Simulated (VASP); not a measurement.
# W in VASP: further runs

Runs on W. Level: LDA. Tasks: single point.

All numbers are computed with VASP 6.6.1; they aren't measurements. Logs are shortened: lines on timing, memory, paths and dates and some standing lists are left out, and cuts for length are marked.

### Step 1. The cell of the first run

Symmetry: Immm, No. 71, orthorhombic system. The conventional cell has a = 2.704 Å, b = 2.915 Å, c = 3.973 Å, α = 90.00°, β = 90.00°, γ = 90.00°. Within 3.6 Å of W (site symmetry mmm) lie 12 W at 2.70 to 2.91 Å.

### Step 2. Single point, LDA (engineering shear strain xz -0.0750, normal strain along z +0.0000)

File INCAR:

```
SYSTEM = W
  PREC = Accurate
  ENCUT = 520
  EDIFF = 1E-6
  ISMEAR = 0
  SIGMA = 0.15
  LREAL = .False.
  LASPH = .True.
  NELM = 100
  ALGO = Fast
  ISIF = 2
  LWAVE = .False.
  LCHARG = .False.
  GGA = CA
  NBANDS = 13
```

File KPOINTS:

```
regular mesh
0
Gamma
  20 20 20
  0 0 0
```

File POSCAR:

```
W
1.0
   -0.0744929544      1.9864787842      1.9864787842
    1.9119858298      0.0000000000      1.9119858298
    1.9864787842      1.9864787842     -0.0744929544
W
1
Direct
    0.0000000000      0.0000000000      0.0000000000
```

Potentials or basis: VASP PAW LDA potentials, release 64 (W_sv).

On the command line:

```sh
> cat potpaw_LDA.64/W_sv/POTCAR > POTCAR
> mpirun -np 1 vasp_std > vasp.out
```

OUTCAR:

```text
SYSTEM = W
   PREC = Accurate
   ENCUT = 520
   EDIFF = 1E-6
   ISMEAR = 0
   LREAL = .False.
   LASPH = .True.
   NELM = 100
   ISIF = 2
   GGA = CA

 ion  position               nearest neighbor table
   1  0.000  0.000  0.000-

  LATTYP: Found a body centered orthorhombic cell.
 ALAT       =     2.7039562916
 B/A-ratio  =     1.0779220779
 C/A-ratio  =     1.4693127921

  Lattice vectors:

 A1 = (   1.9864787842,  -1.9864787842,  -0.0744929544)
 A2 = (  -1.9864787842,  -1.9864787842,   0.0744929544)
 A3 = (   0.0744929544,   1.9864787842,  -1.9864787842)

Analysis of symmetry for initial positions (statically):
=====================================================================
 Subroutine PRICEL returns:
 Original cell was already a primitive cell.

 Routine SETGRP: Setting up the symmetry group for a
 body centered orthorhombic supercell.

 Subroutine GETGRP returns: Found  8 space group operations
 (whereof  8 operations were pure point group operations)
 out of a pool of  8 trial point group operations.

The static configuration has the point symmetry D_2h.

Analysis of symmetry for dynamics (positions and initial velocities):
=====================================================================
 Subroutine PRICEL returns:
 Original cell was already a primitive cell.

 Routine SETGRP: Setting up the symmetry group for a
 body centered orthorhombic supercell.

 Subroutine GETGRP returns: Found  8 space group operations
 (whereof  8 operations were pure point group operations)
 out of a pool of  8 trial point group operations.

The dynamic configuration has the point symmetry D_2h.

 Subroutine INISYM returns: Found  8 space group operations
 (whereof  8 operations are pure point group operations),
 and found     1 'primitive' translations

----------------------------------------------------------------------------------------

                                     Primitive cell

  volume of cell :      15.6556

  direct lattice vectors                    reciprocal lattice vectors
    -0.074492954  1.986478784  1.986478784    -0.242604006  0.251701656  0.242604006
     1.911985830  0.000000000  1.911985830     0.261508214 -0.251701656  0.261508214
     1.986478784  1.986478784 -0.074492954     0.242604006  0.251701656 -0.242604006

  length of vectors
     2.810292711  2.703956292  2.810292711     0.425519836  0.447355358  0.425519836

  position of ions in fractional coordinates (direct lattice)
     0.000000000  0.000000000  0.000000000

  ion indices of the primitive-cell ions
   primitive index   ion index
                 1           1

----------------------------------------------------------------------------------------

 KPOINTS: regular mesh

Automatic generation of k-mesh.
 Grid dimensions read from file:
 generate k-points for:   20   20   20

 Generating k-lattice:

  Cartesian coordinates                     Fractional coordinates (reciprocal lattice)
    -0.012130200  0.012585083  0.012130200     0.050000000  0.000000000 -0.000000000
     0.013075411 -0.012585083  0.013075411     0.000000000  0.050000000 -0.000000000
     0.012130200  0.012585083 -0.012130200    -0.000000000  0.000000000  0.050000000

  Length of vectors
     0.021275992  0.022367768  0.021275992

  Shift w.r.t. Gamma in fractional coordinates (k-lattice)
     0.000000000  0.000000000  0.000000000

 Subroutine IBZKPT returns following result:
 ===========================================

 Found   1166 irreducible k-points:

 Following reciprocal coordinates:
            Coordinates               Weight
  0.000000  0.000000  0.000000      1.000000
  0.050000  0.000000 -0.000000      4.000000
  0.100000  0.000000 -0.000000      4.000000
  0.150000  0.000000 -0.000000      4.000000
  0.200000  0.000000 -0.000000      4.000000
  0.250000  0.000000 -0.000000      4.000000
[... 16 lines left out ...]
 -0.450000  0.050000  0.000000      8.000000
 -0.400000  0.050000  0.000000      8.000000
 [... further k-points ...]
   k-points           NKPTS =   1166   k-points in BZ     NKDIM =   1166   number of bands    NBANDS=     13
   number of dos      NEDOS =    301   number of ions     NIONS =      1
   total plane-waves  NPLWV =  11520
   dimension x,y,z NGX =    24 NGY =   20 NGZ =   24
   dimension x,y,z NGXF=    48 NGYF=   40 NGZF=   48
   ions per type =               1
   NGX,Y,Z   is equivalent  to a cutoff of  14.20, 12.30, 14.20 a.u.
   NGXF,Y,Z  is equivalent  to a cutoff of  28.39, 24.59, 28.39 a.u.
 SYSTEM =  W
   PREC   = accura    normal or accurate (medium, high low for compatibility)
   ISTART =      0    job   : 0-new  1-cont  2-samecut
   ICHARG =      2    charge: 1-file 2-atom 10-const
   ISPIN  =      1    spin polarized calculation?
   LNONCOLLINEAR =      F non collinear calculations
   LSORBIT =      F    spin-orbit coupling
   LASPH  =      T    aspherical Exc in radial PAW
   ENCUT  =  520.0 eV  38.22 Ry    6.18 a.u.   5.23  5.03  5.23*2*pi/ulx,y,z
   NELM   =    100;   NELMIN=  2; NELMDL= -5     # of ELM steps
   EDIFF  = 0.1E-05   stopping-criterion for ELM
   LREAL  =      F    real-space projection
   EDIFFG = 0.1E-04   stopping-criterion for IOM
   NSW    =      0    number of steps for IOM
   IBRION =     -1    ionic relax: 0-MD 1-quasi-New 2-CG
   NFREE  =      0    steps in history (QN), initial steepest desc. (CG)
   ISIF   =      2    stress and relaxation
   ISYM   =      2    0-nonsym 1-usesym 2-fastsym
   POTIM  = 0.5000    time-step for ionic-motion
   TEBEG  =    0.0;   TEEND  =   0.0 temperature during run
   PSTRESS=    0.0 pullay stress
   NELECT =      14.0000    total number of electrons
   NUPDOWN=      -1.0000    fix difference up-down
   EMIN   =  10.00;   EMAX   =-10.00  energy-range for DOS
   EFERMI =   0.00;   METHOD = LEGACY
   ISMEAR =     0;   SIGMA  =   0.15  broadening in eV -4-tet -1-fermi 0-gaus
   EFERMI_NEDOS =   21; number of points for ismear=-14 and -15
   IALGO  =     68    algorithm
   IMIX   =      4    mixing-type and parameters
     AMIX     =   0.40;   BMIX     =  1.00
     AMIX_MAG =   1.60;   BMIX_MAG =  1.00
  volume/ion in A,a.u.               =      15.66       105.65
  Fermi-wavevector in a.u.,A,eV,Ry     =   1.577226  2.980525 33.846428  2.487642
  Thomas-Fermi vector in A             =   2.677940
   LORBIT       =      0    0 simple, 1 ext, 2 COOP (PROOUT), +10 PAW based schemes
   GGA     = CA    functional components
   LHFCALC =     F    Hartree Fock is set to
   AEXX    =    0.0000 exact exchange contribution
   IVDW    =     0    specifies the selected vdW correction
   LEPSILON=     F    determine dielectric tensor
   LRPA    =     F    only Hartree local field effects (RPA)
 non-spin polarized calculation
 RMM-DIIS sequential band-by-band and
 Gauss-broadening in eV      SIGMA  =   0.15
  energy-cutoff  :      520.00
  volume of cell :       15.66
 maximum number of plane-waves:       434
 NGX is ok and might be reduce to    24
   NGX = 11   NGY =  9   NGZ = 11

 number of electron      14.0000003 magnetization

 Free energy of the ion-electron system (eV)
  ---------------------------------------------------
  ext. energy  EPLUGINS =         0.00000000
  ---------------------------------------------------
  free energy    TOTEN  =       -13.63552271 eV

  energy without entropy =      -13.62447478  energy(sigma->0) =      -13.62999874

 E-fermi :  11.1228     XC(G=0): -13.8852

 val. band max:       11.1203995288   @ k =  -0.4500  -0.0500   0.0500
 cond. band min:      11.1241635285   @ k =   0.1500   0.5000   0.0000
 fundamental gap:      0.0037639997
 Fermi energy:        11.1228331611

 k-point     1 :       0.0000    0.0000    0.0000
  band No.  band energies     occupation
      1     -62.1374      2.00000
      2     -26.0393      2.00000
      3     -25.9580      2.00000
      4     -25.8156      2.00000
      5       1.8862      2.00000
      6       9.6823      2.00000
      7      10.2155      2.00000
      8      11.1153      1.05640
      9      13.7546      0.00000
     10      13.7576      0.00000
     11      23.9298      0.00000
     12      28.4315      0.00000
     13      29.3908      0.00000

 k-point     2 :       0.0500    0.0000   -0.0000
  band No.  band energies     occupation
      1     -62.1346      2.00000
      2     -26.0627      2.00000
      3     -25.9710      2.00000
      4     -25.8199      2.00000
      5       1.9972      2.00000
      6       9.6607      2.00000
      7      10.2031      2.00000
      8      11.1652      0.68936
      9      13.7106      0.00000
     10      13.7270      0.00000
     11      24.1441      0.00000
     12      28.1835      0.00000
     13      29.4359      0.00000

 k-point     3 :       0.1000    0.0000   -0.0000
  band No.  band energies     occupation
      1     -62.1263      2.00000
      2     -26.1471      2.00000
      3     -25.9913      2.00000
      4     -25.8327      2.00000
      5       2.3196      2.00000
      6       9.5583      2.00000
      7      10.2149      2.00000
      8      11.2965      0.10151
      9      13.6075      0.00000
     10      13.6619      0.00000
     11      24.7461      0.00000
     12      27.3898      0.00000
     13      29.9448      0.00000
[... 305 lines left out ...]
 k-point    23 :      -0.4500    0.0500    0.0000
  band No.  band energies     occupation
      1     -62.0188      2.00000
      2     -27.2593      2.00000
      3     -26.1073      2.00000
      4     -26.0177      2.00000
      5       5.2493      2.00000
      6       9.7664      2.00000
      7      10.7102      1.99990
      8      11.3454      0.03588
      9      15.6057      0.00000
     10      16.7966      0.00000
     11      21.6213      0.00000
     12      24.2916      0.00000
     13      30.0379      0.00000

 k-point    24 :      -0.4000    0.0500    0.0000
  band No.  band energies     occupation
      1     -62.0251      2.00000
      2     -27.1965      2.00000
      3     -26.0993      2.00000
      4     -26.0089      2.00000
      5       5.2192      2.00000
      6       9.8528      2.00000
      7      10.6434      1.99999
      8      10.9472      1.90228
      9      15.2021      0.00000
     10      16.5385      0.00000
     11      22.1451      0.00000
     12      24.8605      0.00000
     13      30.6921      0.00000

 [... further k-points ...]
[... 5 lines left out ...]
  --------------------------------------------------------------------------------------
  -------------------------------------------------------------------------------------
  Total        0.2290374      0.5175956      0.2290374     -0.0000000      0.0000000     -0.2830066
  in kB       23.4393944     52.9700669     23.4393944     -0.0000000      0.0000000    -28.9625305
  external PRESSURE =      33.2829519 kB  Pullay stress =       0.0000000 kB

 VOLUME and BASIS-vectors are now :
 -----------------------------------------------------------------------------
  energy-cutoff  :      520.00
  volume of cell :       15.66
      direct lattice vectors                 reciprocal lattice vectors
    -0.074492954  1.986478784  1.986478784    -0.242604006  0.251701656  0.242604006
     1.911985830  0.000000000  1.911985830     0.261508214 -0.251701656  0.261508214
     1.986478784  1.986478784 -0.074492954     0.242604006  0.251701656 -0.242604006

 POSITION                                       TOTAL-FORCE (eV/Angst)
 -----------------------------------------------------------------------------------
      0.00000      0.00000      0.00000         0.000000      0.000000      0.000000
 -----------------------------------------------------------------------------------
    total drift:                               -0.000000      0.000000      0.000000

  FREE ENERGIE OF THE ION-ELECTRON SYSTEM (eV)
  ---------------------------------------------------
  free  energy   TOTEN  =       -13.6355227125 eV

  energy  without entropy=      -13.6244747761  energy(sigma->0) =      -13.62999874
```

Wall time 2.5 min (1 thread of AMD EPYC 9R45 (Zen 5), shared host); peak memory 0.28 GiB.

What came out:

```yaml
Free_energy: -13.6355 eV
Pressure: 3.3 GPa
Band_gap_on_the_k_mesh: zero (bands 7 and 8 overlap by 4.25 eV)
```

Levels at points of the mesh, in eV from the Fermi level:
```csv
k point,band 4,band 5,band 6,band 7,band 8,band 9,band 10,band 11
"(0.00, 0.00, 0.00)",-36.94,-9.24,-1.44,-0.91,-0.01,2.63,2.63,12.81
"(0.50, 0.00, 0.00)",-37.11,-5.99,-1.41,-0.27,0.46,4.57,5.50,10.48
"(0.00, 0.50, 0.00)",-37.29,-5.89,-1.68,-0.63,1.27,4.97,5.71,11.56
"(0.50, 0.50, 0.00)",-37.55,-5.92,-4.93,3.41,4.89,5.96,6.25,12.11
"(0.50, 0.00, 0.50)",-37.37,-5.92,-4.95,3.36,5.24,6.05,6.06,10.97
```

Caveat: the cell differs from its parent crystal (engineering shear strain xz -0.0750, normal strain along z +0.0000); the cell stands under pressure; spin-orbit coupling is left out, which moves the levels of the heavy elements.

### Step 3. Single point, LDA (engineering shear strain xz -0.0750, normal strain along z +0.0375)

File INCAR:

```
ALGO     = Fast           # electronic algorithm
EDIFF    = 1E-6           # SCF threshold, eV
ENCUT    = 520            # plane-wave cutoff, eV
ISIF     = 2              # what is computed and relaxed
ISMEAR   = 0              # smearing method
LASPH    = True           # aspherical terms in the spheres
LCHARG   = False          # write CHGCAR
LREAL    = False          # projectors in reciprocal space
LWAVE    = False          # write WAVECAR
NBANDS   = 13             # bands
NELM     = 80             # most SCF steps
PREC     = Accurate       # precision mode
SIGMA    = 0.15           # smearing width, eV
```

File KPOINTS:

```
k-points
0
Gamma
  20 20 20
```

File POSCAR:

```
W
1.0
   -0.0744929544      1.9864787842      2.0609717386
    1.9119858298      0.0000000000      1.9864787842
    1.9864787842      1.9864787842     -0.0744929544
W
1
Direct
    0.0000000000      0.0000000000      0.0000000000
```

Potentials or basis: VASP PAW LDA potentials, release 64 (W_sv).

On the command line:

```sh
> cat potpaw_LDA.64/W_sv/POTCAR > POTCAR
> mpirun -np 1 vasp_std > vasp.out
```

OUTCAR:

```text
EDIFF = 1E-6
   ENCUT = 520
   ISIF = 2
   ISMEAR = 0
   LASPH = True
   LREAL = False
   NELM = 80
   PREC = Accurate

 ion  position               nearest neighbor table
   1  0.000  0.000  0.000-

  LATTYP: Found a base centered monoclinic cell.
 ALAT       =     3.9757500728
 B/A-ratio  =     0.9992976157
 C/A-ratio  =     0.6934877514
 COS(beta)  =    -0.6659822351

  Lattice vectors:

 A1 = (  -1.9864787842,   1.9864787842,   0.0744929544)
 A2 = (  -1.9864787842,  -1.9864787842,   0.0744929544)
 A3 = (   1.9119858298,   0.0000000000,   1.9864787842)
[... 557 lines left out ...]
      6       9.4502      2.00000
      7      10.1348      1.99999
      8      10.3560      1.98386
      9      14.3958      0.00000
     10      15.8275      0.00000
     11      21.1713      0.00000
     12      24.1317      0.00000
     13      29.7040      0.00000

 [... further k-points ...]
[... 5 lines left out ...]
  --------------------------------------------------------------------------------------
  -------------------------------------------------------------------------------------
  Total       -1.1513331     -0.8214267     -0.4401925      0.0000000      0.0000000     -0.2490689
  in kB     -113.5613944    -81.0211788    -43.4182516      0.0000000      0.0000000    -24.5668379
  external PRESSURE =     -79.3336083 kB  Pullay stress =       0.0000000 kB

 VOLUME and BASIS-vectors are now :
 -----------------------------------------------------------------------------
  energy-cutoff  :      520.00
  volume of cell :       16.24
      direct lattice vectors                 reciprocal lattice vectors
    -0.074492954  1.986478784  2.060971739    -0.242933283  0.251701656  0.233823285
     1.911985830  0.000000000  1.986478784     0.261153279 -0.251701656  0.252043281
     1.986478784  1.986478784 -0.074492954     0.242933283  0.251701656 -0.233823285

 POSITION                                       TOTAL-FORCE (eV/Angst)
 -----------------------------------------------------------------------------------
      0.00000      0.00000      0.00000         0.000000      0.000000      0.000000
 -----------------------------------------------------------------------------------
    total drift:                               -0.000000      0.000000     -0.000000

  FREE ENERGIE OF THE ION-ELECTRON SYSTEM (eV)
  ---------------------------------------------------
  free  energy   TOTEN  =       -13.6321722125 eV

  energy  without entropy=      -13.6211352565  energy(sigma->0) =      -13.62665373
```

OSZICAR:

```text
N       E                     dE             d eps       ncg     rms          rms(c)
DAV:   1     0.838926011273E+02    0.83893E+02   -0.74734E+03 55147   0.122E+03
DAV:   2    -0.126188384696E+02   -0.96511E+02   -0.92860E+02 61377   0.316E+02
DAV:   3    -0.142987794033E+02   -0.16799E+01   -0.16719E+01 60972   0.402E+01
DAV:   4    -0.143060173385E+02   -0.72379E-02   -0.72377E-02 61452   0.291E+00
DAV:   5    -0.143060803277E+02   -0.62989E-04   -0.62989E-04 61477   0.256E-01    0.197E+01
RMM:   6    -0.137692081468E+02    0.53687E+00   -0.41595E-01 59647   0.577E+00    0.796E+00
RMM:   7    -0.136364352607E+02    0.13277E+00   -0.26450E-01 60129   0.456E+00    0.678E-01
RMM:   8    -0.136322907010E+02    0.41446E-02   -0.10604E-02 68431   0.113E+00    0.190E-01
RMM:   9    -0.136321663949E+02    0.12431E-03   -0.15659E-03 67861   0.465E-01    0.210E-02
RMM:  10    -0.136321721013E+02   -0.57064E-05   -0.19090E-04 72355   0.175E-01    0.863E-03
RMM:  11    -0.136321710243E+02    0.10770E-05   -0.41757E-05 70899   0.791E-02    0.508E-03
RMM:  12    -0.136321720578E+02   -0.10335E-05   -0.12026E-05 61678   0.396E-02    0.199E-03
RMM:  13    -0.136321722125E+02   -0.15469E-06   -0.19468E-06 51210   0.164E-02
   1 F= -.13632172E+02 E0= -.13626654E+02  d E =-.110370E-01
```

stdout:

```text
POSCAR found type information on POSCAR W
 POSCAR found :  1 types and       1 ions
 scaLAPACK will be used
 LDA part: xc-table for (Slater(with rela. corr.)+CA(PZ))
 , standard interpolation
 POSCAR, INCAR and KPOINTS ok, starting setup
 FFT: planning ... GRIDC
 FFT: planning ... GRID_SOFT
 FFT: planning ... GRID
 WAVECAR not read
 entering main loop
WARNING in EDDRMM: call to ZHEGV failed, returncode =   8  4     13
WARNING in EDDRMM: call to ZHEGV failed, returncode =   6  3     12
WARNING in EDDRMM: call to ZHEGV failed, returncode =   8  4     12
WARNING in EDDRMM: call to ZHEGV failed, returncode =   8  4     11
WARNING in EDDRMM: call to ZHEGV failed, returncode =   8  4     13
WARNING in EDDRMM: call to ZHEGV failed, returncode =   8  4     13
WARNING in EDDRMM: call to ZHEGV failed, returncode =   6  3     12
WARNING in EDDRMM: call to ZHEGV failed, returncode =   8  4     13
WARNING in EDDRMM: call to ZHEGV failed, returncode =   8  4     13
```

Run time: 2.3 min. Hardware: 1 thread of Intel Xeon 6975P-C (Granite Rapids), shared host; peak memory 0.49 GiB.

Results:

```yaml
Free_energy: -13.6322 eV
Pressure: -7.9 GPa
Band_gap_on_the_k_mesh: zero (bands 7 and 8 overlap by 4.14 eV)
```

Caveat: the cell differs from its parent crystal (engineering shear strain xz -0.0750, normal strain along z +0.0375); the stress differs along the axes, from -11 to -4 GPa; spin-orbit coupling is left out, which moves the levels of the heavy elements.
